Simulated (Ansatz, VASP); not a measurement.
## PbO: VASP beside Ansatz

```
Pb O
1.0
     3.96697    0.00000    0.00000
     0.00000    3.96697    0.00000
     0.00000    0.00000    5.31393
Pb O
2 2
Direct
  0.00000 0.50000 0.21820
  0.50000 0.00000 0.78180
  0.00000 0.00000 0.00000
  0.50000 0.50000 0.00000
```

Alike in both runs: task single point; functional PBEsol; k mesh 8 × 8 × 6; occupations gaussian, width 0.02 eV; no spin polarisation.

|  | VASP | Ansatz |
| --- | --- | --- |
| version | VASP 6.6.1 | Ansatz 0.2.0 |
| potentials or method | VASP PAW PBE potentials, release 64 (Pb_d, O), cutoff 520 eV | scalar-relativistic, plane waves, PAW |
| valence electrons in the cell | 40 | 40 |

```csv
,VASP,Ansatz,Ansatz less VASP
gap on the k mesh at the Fermi level (eV),1.56,1.55,-0.006
least direct gap on the mesh (eV),2.03,2.04,+0.012
pressure (GPa),2.1,2.0,-0.09
rms of the force components (eV/Å),0.269,0.250,-0.0196
```

VASP's potentials were made for PBE, not for PBEsol. Atom by atom the forces differ by 0.020 eV/Å (rms over components).

Neither program's run includes spin-orbit coupling.
